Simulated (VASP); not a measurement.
Set up this calculation in VASP 6.6.1, as the native input.

* Task: relaxation of cell and atoms
* Functional: PBEsol
* Potentials or basis: VASP PAW PBE potentials, release 64 (Mo_sv, S)
* Cutoff: 600 eV
* k mesh: 10 × 10 × 10
* Occupations: fermi-dirac, width 0.05 eV
* Spin: no spin polarisation
* Target pressure: 5 GPa
* Dipole correction: no
* Further INCAR settings: ALGO = Normal; EDIFF = 1e-06; IBRION = 2; EDIFFG = -0.01; NSW = 80; ISIF = 3

The structure of MoS2 lies in POSCAR:

```
MoS2
1.0
    1.5800000000      0.9122134253      6.1500000000
   -1.5800000000      0.9122134253      6.1500000000
    0.0000000000     -1.8244268506      6.1500000000
Mo S
1 2
Direct
    0.0000000000      0.0000000000      0.0000000000
    0.4170000000      0.4170000000      0.4170000000
    0.2500000000      0.2500000000      0.2500000000
```

These files were run (other wordings do the same):

INCAR

```
SYSTEM = MoS2
  ALGO = Normal
  EDIFF = 1E-6
  EDIFFG = -0.01
  ENCUT = 600
  GGA = PS
  IBRION = 2
  ISIF = 3
  ISMEAR = -1
  LASPH = .True.
  LCHARG = .False.
  LREAL = .False.
  LWAVE = .False.
  NELM = 60
  NSW = 80
  PREC = Accurate
  PSTRESS = 50.0
  SIGMA = 0.05
```

KPOINTS

```
k-points
0
Gamma
  10 10 10
  0 0 0
```

Potentials or basis: VASP PAW PBE potentials, release 64 (Mo_sv, S).

Run with:

```bash
$ cat potpaw_PBE.64/Mo_sv/POTCAR potpaw_PBE.64/S/POTCAR > POTCAR
$ mpirun -np 1 vasp_std > vasp.out
```

Results of the run:

```
Relaxed volume                                             : 16.07 Å³/atom
Relaxed cell                                               : a = 6.031 Å, b = 6.031 Å, c = 6.031 Å, α = 29.88°, β = 29.88°, γ = 29.88°
Space group after relaxing (to 0.1 Å)                      : R3m (No. 160)
Energy change on relaxing (the run minimises the enthalpy) : +19.7 meV/atom
Ionic steps                                                : 23
Pressure after relaxing                                    : 5.0 GPa
Largest force after relaxing                               : 0.009 eV/Å
Band gap on the k mesh                                     : 0.51 eV (least direct gap 1.97 eV)
```

Caveat: the cell is relaxed towards a set pressure, so the run minimises the enthalpy, not the energy; the PAW data sets were made with another functional, which shifts forces and pressure a little.

It took 59 min on 1 thread of Intel(R) Xeon(R) Platinum 8488C (Sapphire Rapids), with other jobs on the host, peak memory 0.48 GiB.
